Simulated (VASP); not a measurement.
**AlN: single point with PBEsol**

Crystal: AlN.

```
Al N
1.0
     3.30158    0.00000    0.00000
    -1.65079    2.85925    0.00000
     0.00000    0.00000    4.14122
Al N
2 2
Direct
  0.33333 0.66667 0.75000
  0.66667 0.33333 0.25000
  0.33333 0.66667 0.25000
  0.66667 0.33333 0.75000
```

| Quantity | Value |
| --- | --- |
| Program | VASP 6.6.1 |
| Task | single point |
| Functional | PBEsol |
| Potentials or basis | VASP PAW PBE potentials, release 64 (Al, N) |
| Cutoff | 520 eV |
| k mesh | 9 × 9 × 6 |
| Occupations | gaussian, width 0.02 eV |
| Spin | no spin polarisation |

```
Pressure               : -0.1 GPa
Band gap on the k mesh : 3.34 eV, direct
```

Levels at points of the mesh, in eV from the valence-band top:
| k point | band 5 | band 6 | band 7 | band 8 | band 9 | band 10 | band 11 | band 12 |
| --- | --- | --- | --- | --- | --- | --- | --- | --- |
| (0.00, 0.00, 0.00) | -3.33 | -1.60 | -1.60 | 0.00 | 3.34 | 4.48 | 8.21 | 8.21 |
| (0.00, 0.00, 0.50) | -2.51 | -2.51 | -2.51 | -2.51 | 5.70 | 5.70 | 8.37 | 8.37 |

Wall time 29 s on 1 thread of Intel Xeon 6975P-C, with other jobs on the host, peak memory 0.17 GiB.

Caveat: the PAW data sets were made with another functional, which shifts forces and pressure a little.
